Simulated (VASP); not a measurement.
Write the native input for VASP 6.6.1 that does the following.

```yaml
Task: single point
Functional: LDA
Potentials_or_basis: VASP PAW LDA potentials, release 64 (Ti_sv, O)
Cutoff: 600 eV
k_mesh: 6 × 6 × 3
Occupations: fermi-dirac, width 0.05 eV
Spin: no spin polarisation
Hubbard_terms: Ti d U = 6.0 eV
Dipole_correction: no
Further_INCAR_settings: ALGO = Normal; EDIFF = 1e-06; NBANDS = 60
```

The structure of TiO2 lies in POSCAR:

```
TiO2
1.0
    6.0959869085     -1.8718110987      0.0092773708
    6.0959869085      1.8718110987      0.0092773708
   -1.9007374360      0.0000000000      6.2017250608
Ti O
4 8
Direct
    0.8988749552      0.8988749552      0.2931017527
    0.1957018988      0.1957018988      0.2853929422
    0.1011250448      0.1011250448      0.7068982473
    0.8042981012      0.8042981012      0.7146070578
    0.3599643832      0.3599643832      0.2938213729
    0.2619902721      0.2619902721      0.6495300692
    0.8672504414      0.8672504414      0.9960996924
    0.7380097279      0.7380097279      0.3504699308
    0.9409004902      0.9409004902      0.6254872154
    0.1327495586      0.1327495586      0.0039003076
    0.6400356168      0.6400356168      0.7061786271
    0.0590995098      0.0590995098      0.3745127846
```

The input as run:

INCAR

```
PREC = Accurate
ENCUT = 600
EDIFF = 1E-6
ISMEAR = -1
SIGMA = 0.05
LREAL = F
LASPH = T
NELM = 200
ALGO = Normal
ISIF = 2
LWAVE = F
LCHARG = F
LMAXMIX = 4
LDAU = T
LDAUTYPE = 2
LDAUL = 2 -1
LDAUU = 6 0
LDAUJ = 0 0
LDAUPRINT = 1
GGA = CA
NBANDS = 60
GGA_COMPAT = F
```

KPOINTS

```
regular mesh
0
Gamma
  6 6 3
```

Potentials or basis: VASP PAW LDA potentials, release 64 (Ti_sv, O).

Launch:

```bash
$ cat potpaw_LDA.64/Ti_sv/POTCAR potpaw_LDA.64/O/POTCAR > POTCAR
$ mpirun -np 1 vasp_std > vasp.out
```

Results of the run:

| Property | Result |
| --- | --- |
| Pressure | 7.2 GPa |
| Largest force | 1.009 eV/Å |
| Band gap on the k mesh | 3.64 eV (least direct gap 3.84 eV) |

Caveat: the cell stands under pressure; forces of over 1 eV/Å act on the atoms, so gaps and moduli don't describe the material at rest.

Run time: 8.3 min on 1 thread of Oxide Virtual Turin-like Processor, with other jobs on the host, peak memory 0.42 GiB.
